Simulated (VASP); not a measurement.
# Sn (Fm-3m) in VASP: notebook

The runs below take Sn through single point, with RPBE.

Everything below comes from runs of VASP 6.6.1. Logs are shortened: lines on timing, memory, paths and dates and some standing lists are left out, and cuts for length are marked.

## Step 1: The cell of the first run

It takes space group Fm-3m (No. 225, cubic). The conventional cell has a = 4.668 Å, b = 4.668 Å, c = 4.668 Å, α = 90.00°, β = 90.00°, γ = 90.00°. Within 4.3 Å of Sn (site symmetry m-3m) lie 12 Sn at 3.30 Å.

This isn't the form of Sn at room conditions, which is tetragonal (white tin).

## Step 2: Single point, RPBE (25.43 Å³/atom)

The input, INCAR:

```
ALGO = Normal
EDIFF = 1E-6
ENCUT = 520
GGA = RP
ISIF = 2
ISMEAR = -1
LASPH = True
LCHARG = False
LREAL = False
LWAVE = False
NBANDS = 13
NELM = 100
PREC = Accurate
SIGMA = 0.1
```

The input, KPOINTS:

```
k-points
0
Gamma
  13 13 13
```

The input, POSCAR:

```
Sn
1.0
    0.0000000000      2.3341658873      2.3341658873
    2.3341658873      0.0000000000      2.3341658873
    2.3341658873      2.3341658873      0.0000000000
Sn
1
Direct
    0.0000000000      0.0000000000      0.0000000000
```

Potentials or basis: VASP PAW PBE potentials, release 64 (Sn_d).

Run with:

```console
$ cat potpaw_PBE.64/Sn_d/POTCAR > POTCAR
$ mpirun -np 1 vasp_std > vasp.out
```

OUTCAR:

```text
EDIFF = 1E-6
   ENCUT = 520
   GGA = RP
   ISIF = 2
   ISMEAR = -1
   LASPH = True
   LREAL = False
   NELM = 100
   PREC = Accurate

 ion  position               nearest neighbor table
   1  0.000  0.000  0.000-

  LATTYP: Found a face centered cubic cell.
 ALAT       =     4.6683317746

  Lattice vectors:

 A1 = (   0.0000000000,   2.3341658873,   2.3341658873)
 A2 = (   2.3341658873,   0.0000000000,   2.3341658873)
 A3 = (   2.3341658873,   2.3341658873,   0.0000000000)

Analysis of symmetry for initial positions (statically):
=====================================================================
 Subroutine PRICEL returns:
 Original cell was already a primitive cell.

 Routine SETGRP: Setting up the symmetry group for a
 face centered cubic supercell.

 Subroutine GETGRP returns: Found 48 space group operations
 (whereof 48 operations were pure point group operations)
 out of a pool of 48 trial point group operations.

The static configuration has the point symmetry O_h .

Analysis of symmetry for dynamics (positions and initial velocities):
=====================================================================
 Subroutine PRICEL returns:
 Original cell was already a primitive cell.

 Routine SETGRP: Setting up the symmetry group for a
 face centered cubic supercell.

 Subroutine GETGRP returns: Found 48 space group operations
 (whereof 48 operations were pure point group operations)
 out of a pool of 48 trial point group operations.

The dynamic configuration has the point symmetry O_h .

 Subroutine INISYM returns: Found 48 space group operations
 (whereof 48 operations are pure point group operations),
 and found     1 'primitive' translations

----------------------------------------------------------------------------------------

                                     Primitive cell

  volume of cell :      25.4346

  direct lattice vectors                    reciprocal lattice vectors
     0.000000000  2.334165887  2.334165887    -0.214209283  0.214209283  0.214209283
     2.334165887  0.000000000  2.334165887     0.214209283 -0.214209283  0.214209283
     2.334165887  2.334165887  0.000000000     0.214209283  0.214209283 -0.214209283

  length of vectors
     3.301009055  3.301009055  3.301009055     0.371021361  0.371021361  0.371021361

  position of ions in fractional coordinates (direct lattice)
     0.000000000  0.000000000  0.000000000

  ion indices of the primitive-cell ions
   primitive index   ion index
                 1           1

----------------------------------------------------------------------------------------

 KPOINTS: k-points

Automatic generation of k-mesh.
 Grid dimensions read from file:
 generate k-points for:   13   13   13

 Generating k-lattice:

  Cartesian coordinates                     Fractional coordinates (reciprocal lattice)
    -0.016477637  0.016477637  0.016477637     0.076923077  0.000000000  0.000000000
     0.016477637 -0.016477637  0.016477637     0.000000000  0.076923077  0.000000000
     0.016477637  0.016477637 -0.016477637     0.000000000  0.000000000  0.076923077

  Length of vectors
     0.028540105  0.028540105  0.028540105

  Shift w.r.t. Gamma in fractional coordinates (k-lattice)
     0.000000000  0.000000000  0.000000000

 Subroutine IBZKPT returns following result:
 ===========================================

 Found     84 irreducible k-points:

 Following reciprocal coordinates:
            Coordinates               Weight
  0.000000  0.000000  0.000000      1.000000
  0.076923  0.000000  0.000000      8.000000
  0.153846  0.000000  0.000000      8.000000
  0.230769  0.000000  0.000000      8.000000
  0.307692  0.000000  0.000000      8.000000
  0.384615  0.000000  0.000000      8.000000
[... 16 lines left out ...]
  0.384615  0.153846  0.000000     24.000000
  0.461538  0.153846  0.000000     24.000000
 [... further k-points ...]
   k-points           NKPTS =     84   k-points in BZ     NKDIM =     84   number of bands    NBANDS=     13
   number of dos      NEDOS =    301   number of ions     NIONS =      1
   total plane-waves  NPLWV =  21952
   dimension x,y,z NGX =    28 NGY =   28 NGZ =   28
   dimension x,y,z NGXF=    56 NGYF=   56 NGZF=   56
   ions per type =               1
   NGX,Y,Z   is equivalent  to a cutoff of  14.10, 14.10, 14.10 a.u.
   NGXF,Y,Z  is equivalent  to a cutoff of  28.20, 28.20, 28.20 a.u.
 SYSTEM =  unknown system
   PREC   = accura    normal or accurate (medium, high low for compatibility)
   ISTART =      0    job   : 0-new  1-cont  2-samecut
   ICHARG =      2    charge: 1-file 2-atom 10-const
   ISPIN  =      1    spin polarized calculation?
   LNONCOLLINEAR =      F non collinear calculations
   LSORBIT =      F    spin-orbit coupling
   LASPH  =      T    aspherical Exc in radial PAW
   ENCUT  =  520.0 eV  38.22 Ry    6.18 a.u.   6.14  6.14  6.14*2*pi/ulx,y,z
   NELM   =    100;   NELMIN=  2; NELMDL= -5     # of ELM steps
   EDIFF  = 0.1E-05   stopping-criterion for ELM
   LREAL  =      F    real-space projection
[... 7 lines left out ...]
   TEBEG  =    0.0;   TEEND  =   0.0 temperature during run
   PSTRESS=    0.0 pullay stress
   NELECT =      14.0000    total number of electrons
   NUPDOWN=      -1.0000    fix difference up-down
   EMIN   =  10.00;   EMAX   =-10.00  energy-range for DOS
   EFERMI =   0.00;   METHOD = LEGACY
   ISMEAR =    -1;   SIGMA  =   0.10  broadening in eV -4-tet -1-fermi 0-gaus
   EFERMI_NEDOS =   21; number of points for ismear=-14 and -15
   IALGO  =     38    algorithm
   IMIX   =      4    mixing-type and parameters
     AMIX     =   0.40;   BMIX     =  1.00
     AMIX_MAG =   1.60;   BMIX_MAG =  1.00
  volume/ion in A,a.u.               =      25.43       171.64
  Fermi-wavevector in a.u.,A,eV,Ry     =   1.341660  2.535370 24.491187  1.800051
  Thomas-Fermi vector in A             =   2.469876
   LORBIT       =      0    0 simple, 1 ext, 2 COOP (PROOUT), +10 PAW based schemes
   GGA     = RP    functional components
   LHFCALC =     F    Hartree Fock is set to
   AEXX    =    0.0000 exact exchange contribution
   IVDW    =     0    specifies the selected vdW correction
   LEPSILON=     F    determine dielectric tensor
   LRPA    =     F    only Hartree local field effects (RPA)
 non-spin polarized calculation
  energy-cutoff  :      520.00
  volume of cell :       25.43
 maximum number of plane-waves:       701
 NGX is ok and might be reduce to    28
   NGX = 13   NGY = 13   NGZ = 13

 number of electron      13.9999999 magnetization

 Free energy of the ion-electron system (eV)
  ---------------------------------------------------
  ext. energy  EPLUGINS =         0.00000000
  ---------------------------------------------------
  free energy    TOTEN  =        -3.36148126 eV

  energy without entropy =       -3.34457902  energy(sigma->0) =       -3.35303014

 E-fermi :   9.1397     XC(G=0): -10.6025

 val. band max:        9.0966924642   @ k =  -0.3077   0.4615   0.2308
 cond. band min:       9.1427295205   @ k =   0.3846   0.2308   0.0000
 fundamental gap:      0.0460370563
 Fermi energy:         9.1397473034

 k-point     1 :       0.0000    0.0000    0.0000
  band No.  band energies     occupation
      1     -12.5875      2.00000
      2     -12.5875      2.00000
      3     -12.5875      2.00000
      4     -12.4925      2.00000
      5     -12.4925      2.00000
      6      -2.5390      2.00000
      7      17.4086      0.00000
      8      17.4086      0.00000
      9      17.4086      0.00000
     10      19.7040      0.00000
     11      21.3136      0.00000
     12      21.3136      0.00000
     13      21.3136      0.00000

 k-point     2 :       0.0769    0.0000    0.0000
  band No.  band energies     occupation
      1     -12.5872      2.00000
      2     -12.5815      2.00000
      3     -12.5815      2.00000
      4     -12.4927      2.00000
      5     -12.4927      2.00000
      6      -2.4100      2.00000
      7      15.9594      0.00000
      8      17.1877      0.00000
      9      17.1877      0.00000
     10      19.2770      0.00000
     11      21.6911      0.00000
     12      21.6911      0.00000
     13      22.7758      0.00000

 k-point     3 :       0.1538    0.0000    0.0000
  band No.  band energies     occupation
      1     -12.5867      2.00000
      2     -12.5689      2.00000
      3     -12.5689      2.00000
      4     -12.4896      2.00000
      5     -12.4896      2.00000
      6      -2.0219      2.00000
      7      13.3870      0.00000
      8      16.7078      0.00000
      9      16.7078      0.00000
     10      19.0545      0.00000
     11      22.4566      0.00000
     12      22.4567      0.00000
     13      23.0756      0.00000

 k-point     4 :       0.2308    0.0000    0.0000
  band No.  band energies     occupation
      1     -12.5870      2.00000
      2     -12.5625      2.00000
      3     -12.5625      2.00000
      4     -12.4734      2.00000
      5     -12.4734      2.00000
      6      -1.3734      2.00000
      7      10.7936      0.00000
      8      16.2038      0.00000
      9      16.2038      0.00000
     10      18.9315      0.00000
     11      21.8756      0.00000
     12      21.8756      0.00000
     13      22.1045      0.00000

 k-point     5 :       0.3077    0.0000    0.0000
  band No.  band energies     occupation
      1     -12.5882      2.00000
      2     -12.5666      2.00000
      3     -12.5666      2.00000
      4     -12.4451      2.00000
      5     -12.4451      2.00000
      6      -0.4673      2.00000
      7       8.3736      1.99906
      8      15.7830      0.00000
      9      15.7830      0.00000
     10      18.8958      0.00000
     11      21.0048      0.00000
     12      21.0048      0.00000
     13      21.1800      0.00000

 k-point     6 :       0.3846    0.0000    0.0000
  band No.  band energies     occupation
      1     -12.5900      2.00000
      2     -12.5739      2.00000
      3     -12.5739      2.00000
      4     -12.4176      2.00000
      5     -12.4176      2.00000
      6       0.6756      2.00000
      7       6.2029      2.00000
      8      15.4876      0.00000
      9      15.4876      0.00000
     10      18.9530      0.00000
     11      20.3895      0.00000
     12      20.3895      0.00000
     13      20.4542      0.00000

 k-point     7 :       0.4615    0.0000    0.0000
  band No.  band energies     occupation
      1     -12.5913      2.00000
      2     -12.5787      2.00000
      3     -12.5787      2.00000
      4     -12.4012      2.00000
      5     -12.4012      2.00000
      6       1.9083      2.00000
      7       4.4515      2.00000
      8      15.3361      0.00000
      9      15.3361      0.00000
     10      19.0628      0.00000
     11      20.0049      0.00000
     12      20.0756      0.00000
     13      20.0756      0.00000
[... 193 lines left out ...]
 k-point    20 :       0.1538    0.1538    0.0000
  band No.  band energies     occupation
      1     -12.6111      2.00000
      2     -12.5432      2.00000
      3     -12.5432      2.00000
      4     -12.5176      2.00000
      5     -12.4741      2.00000
      6      -1.8496      2.00000
      7      14.9889      0.00000
      8      14.9889      0.00000
      9      15.3392      0.00000
     10      17.4645      0.00000
     11      19.6671      0.00000
     12      24.6915      0.00000
     13      24.7493      0.00000

 k-point    21 :       0.2308    0.1538    0.0000
  band No.  band energies     occupation
      1     -12.6174      2.00000
      2     -12.5375      2.00000
      3     -12.5264      2.00000
      4     -12.5137      2.00000
      5     -12.4608      2.00000
      6      -1.3742      2.00000
      7      12.7739      0.00000
      8      14.3315      0.00000
      9      15.1110      0.00000
     10      17.5715      0.00000
     11      18.7097      0.00000
     12      24.4841      0.00000
     13      25.4008      0.00000

 k-point    22 :       0.3077    0.1538    0.0000
  band No.  band energies     occupation
      1     -12.6155      2.00000
      2     -12.5491      2.00000
      3     -12.5233      2.00000
      4     -12.4902      2.00000
      5     -12.4359      2.00000
      6      -0.6394      2.00000
      7      10.3167      0.00002
      8      13.8931      0.00000
      9      14.3859      0.00000
     10      17.2405      0.00000
     11      19.6410      0.00000
     12      24.2744      0.00000
     13      24.3302      0.00000

 k-point    23 :       0.3846    0.1538    0.0000
  band No.  band energies     occupation
      1     -12.6098      2.00000
      2     -12.5565      2.00000
      3     -12.5292      2.00000
      4     -12.4678      2.00000
      5     -12.4109      2.00000
      6       0.3466      2.00000
      7       8.0216      1.99997
      8      13.5411      0.00000
      9      13.6989      0.00000
     10      16.8809      0.00000
     11      21.2968      0.00000
     12      23.3378      0.00000
     13      23.9809      0.00000

 k-point    24 :       0.4615    0.1538    0.0000
  band No.  band energies     occupation
      1     -12.6042      2.00000
      2     -12.5579      2.00000
      3     -12.5369      2.00000
      4     -12.4485      2.00000
      5     -12.3973      2.00000
      6       1.5417      2.00000
      7       5.9946      2.00000
      8      12.7700      0.00000
      9      13.7624      0.00000
     10      16.8132      0.00000
     11      22.4373      0.00000
     12      22.5400      0.00000
     13      23.8876      0.00000

 [... further k-points ...]
[... 5 lines left out ...]
  --------------------------------------------------------------------------------------
  -------------------------------------------------------------------------------------
  Total        1.1288793      1.1288793      1.1288793     -0.0000000      0.0000000      0.0000000
  in kB       71.1103700     71.1103700     71.1103700     -0.0000000      0.0000000      0.0000000
  external PRESSURE =      71.1103700 kB  Pullay stress =       0.0000000 kB

 VOLUME and BASIS-vectors are now :
 -----------------------------------------------------------------------------
  energy-cutoff  :      520.00
  volume of cell :       25.43
      direct lattice vectors                 reciprocal lattice vectors
     0.000000000  2.334165887  2.334165887    -0.214209283  0.214209283  0.214209283
     2.334165887  0.000000000  2.334165887     0.214209283 -0.214209283  0.214209283
     2.334165887  2.334165887  0.000000000     0.214209283  0.214209283 -0.214209283

 POSITION                                       TOTAL-FORCE (eV/Angst)
 -----------------------------------------------------------------------------------
      0.00000      0.00000      0.00000        -0.000000      0.000000     -0.000000
 -----------------------------------------------------------------------------------
    total drift:                               -0.000000     -0.000000     -0.000000

  FREE ENERGIE OF THE ION-ELECTRON SYSTEM (eV)
  ---------------------------------------------------
  free  energy   TOTEN  =        -3.3614812573 eV

  energy  without entropy=       -3.3445790229  energy(sigma->0) =       -3.35303014
```

Run time: 41 s. Hardware: 1 thread of Intel Xeon 8259CL, shared host; peak memory 0.17 GiB.

What came out:

| Item | Value |
| --- | --- |
| Free energy | -3.3615 eV |
| Pressure | 7.1 GPa |
| Band gap on the k mesh | zero (bands 7 and 8 overlap by 10.40 eV) |

Caveat: the cell stands under pressure; the PAW data sets were made with another functional, which shifts forces and pressure a little; spin-orbit coupling is left out, which moves the levels of the heavy elements.

## Step 3: Single point, RPBE (26.59 Å³/atom)

This run uses another cell than the first one, of 26.59 Å³/atom.

The input, INCAR:

```
PREC = Accurate ; ENCUT = 520
EDIFF = 1E-7 ; ISMEAR = -1
SIGMA = 0.1 ; LREAL = False
LASPH = True ; NELM = 80
ALGO = Normal ; ISIF = 2
LWAVE = False ; LCHARG = False
GGA = RP ; NBANDS = 13
```

The input, KPOINTS:

```
regular mesh
0
Gamma
  13 13 13
```

The input, POSCAR:

```
Sn
1.0
    0.0000000000      2.3690093211      2.3690093211
    2.3690093211      0.0000000000      2.3690093211
    2.3690093211      2.3690093211      0.0000000000
Sn
1
Direct
    0.0000000000      0.0000000000      0.0000000000
```

Potentials or basis: VASP PAW PBE potentials, release 64 (Sn_d).

Run with:

```console
$ cat potpaw_PBE.64/Sn_d/POTCAR > POTCAR
$ mpirun -np 1 vasp_std > vasp.out
```

It took 52 s on 1 thread of Intel Xeon 8259CL, shared host; peak memory 0.17 GiB.

The run converged. Its results:

* Free energy: -3.4020 eV
* Pressure: 4.1 GPa
* Band gap on the k mesh: zero (bands 7 and 8 overlap by 9.93 eV)

Levels at points of the mesh, in eV from the Fermi level:
| k point | band 4 | band 5 | band 6 | band 7 | band 8 | band 9 | band 10 | band 11 |
| --- | --- | --- | --- | --- | --- | --- | --- | --- |
| (0.00, 0.00, 0.00) | -21.61 | -21.61 | -11.34 | 7.89 | 7.89 | 7.89 | 10.52 | 11.89 |

Caveat: the cell stands under pressure; the PAW data sets were made with another functional, which shifts forces and pressure a little; spin-orbit coupling is left out, which moves the levels of the heavy elements.
